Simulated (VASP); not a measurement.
SnSe2:

```
CELL_PARAMETERS angstrom
3.91008 0.00000 0.00000
-1.95504 3.38623 0.00000
0.00000 0.00000 7.05727
ATOMIC_POSITIONS crystal
Sn 0.00000 0.00000 0.00000
Se 0.33333 0.66667 0.22815
Se 0.66667 0.33333 0.77185
```

| Property | Result |
| --- | --- |
| Program | VASP 6.6.1 |
| Task | relaxation of shape and atoms at fixed volume |
| Functional | PBE |
| Potentials or basis | VASP PAW PBE potentials, release 64 (Sn_d, Se) |
| Cutoff | 600 eV |
| k mesh | 12 × 12 × 4 |
| Occupations | gaussian, width 0.02 eV |
| Spin | no spin polarisation |

At the start: pressure -1.4 GPa; volume 31.15 Å³/atom.

Q: Where does the relaxation end?

A: Over 7 steps the energy falls by 3.7 meV/atom; space group P-3m1 (No. 164, to 0.1 Å) before and after.

The path:
```
step  energy change (eV)  largest force (eV/Å)  pressure (GPa)  volume (Å³)
   1              0.0000                0.2220           -1.37        93.44
   2             -0.0040                0.1397           -1.08        93.44
   3             -0.0071                0.0013           -0.58        93.44
   4             -0.0097                0.0099           -0.38        93.44
   5             -0.0109                0.0245           -0.14        93.44
   6             -0.0109                0.0238           -0.15        93.44
   7             -0.0110                0.0031           -0.07        93.44
```

Final structure:
```yaml
crystal:
  lattice:
    - [3.87371, 0.00000, 0.00000]
    - [-1.93685, 3.35473, 0.00000]
    - [0.00000, 0.00000, 7.19044]
  atoms:
    - { symbol: Sn, position: [0.00000, 0.00000, 0.00000] }
    - { symbol: Se, position: [0.33333, 0.66667, 0.22196] }
    - { symbol: Se, position: [0.66667, 0.33333, 0.77804] }
```

Caveat: this functional lacks dispersion, which binds the layers, so the pressure and a relaxed spacing across them are unreliable.
